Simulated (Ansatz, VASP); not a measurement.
## Two plane-wave programs on BiP

The input POSCAR:

```
BiP
1.0
    3.5254581456      0.0000000000      0.0000000000
    0.0000000000      3.5254581456      0.0000000000
    0.0000000000      0.0000000000      3.5254581456
Bi P
1 1
Direct
    0.0000000000      0.0000000000      0.0000000000
    0.5000000000      0.5000000000      0.5000000000
```

The input INCAR.step1:

```
PREC = Accurate
ENCUT = 520
ISMEAR = 0
SIGMA = 0.05
LREAL = False
LASPH = True
NELM = 80
NBANDS = 17
GGA = PE
ALGO = Normal
EDIFF = 1E-4
LWAVE = True
LCHARG = False
```

Contents of INCAR.step2:

```
PREC = Accurate
ENCUT = 520
EDIFF = 1E-7
ISMEAR = 0
SIGMA = 0.05
LREAL = False
LASPH = True
NELM = 80
ALGO = Normal
ISIF = 2
LWAVE = False
LCHARG = True
METAGGA = R2SCAN
LMIXTAU = True
LELF = True
LVHAR = True
NBANDS = 17
ISTART = 1
```

Contents of KPOINTS:

```
Automatic mesh
0
Gamma
  10 10 10
```

Input for Ansatz:

```yaml
crystal:
  lattice:
    - [3.5254581456, 0.0, 0.0]
    - [0.0, 3.5254581456, 0.0]
    - [0.0, 0.0, 3.5254581456]
  atoms:
    - { symbol: Bi, position: [0.0, 0.0, 0.0] }
    - { symbol: P, position: [0.5, 0.5, 0.5] }
basis:
  ecutwfc: 500
  ecutrho_ratio: 4
kpoints:
  mp_grid: { grid: [10, 10, 10] }
hamiltonian:
  xc: r2scan
scf:
  occupations: { method: gaussian, width: 0.05 }
output:
  forces: true
  stress: true
  eigenvalues: true
```

Alike in both runs: task single point; functional r2SCAN; k mesh 10 × 10 × 10; occupations gaussian, width 0.05 eV; no spin polarisation.

```csv
,VASP,Ansatz
version,VASP 6.6.1,Ansatz 0.2.0
potentials or method,"VASP PAW PBE potentials, release 64 (Bi_d, P), cutoff 520 eV","scalar-relativistic, plane waves, PAW"
valence electrons in the cell,20,20
```

```csv
,VASP,Ansatz,Ansatz less VASP
gap on the k mesh at the Fermi level (eV),none,none,-
pressure (GPa),3.5,3.5,-0.02
```

VASP's potentials were made for PBE, not for r2SCAN. A gap of «none» marks a metal or a gap that the smearing closes. The functional is the same, so the differences come from potentials, cutoffs and numerics.

Spin-orbit coupling is off throughout.
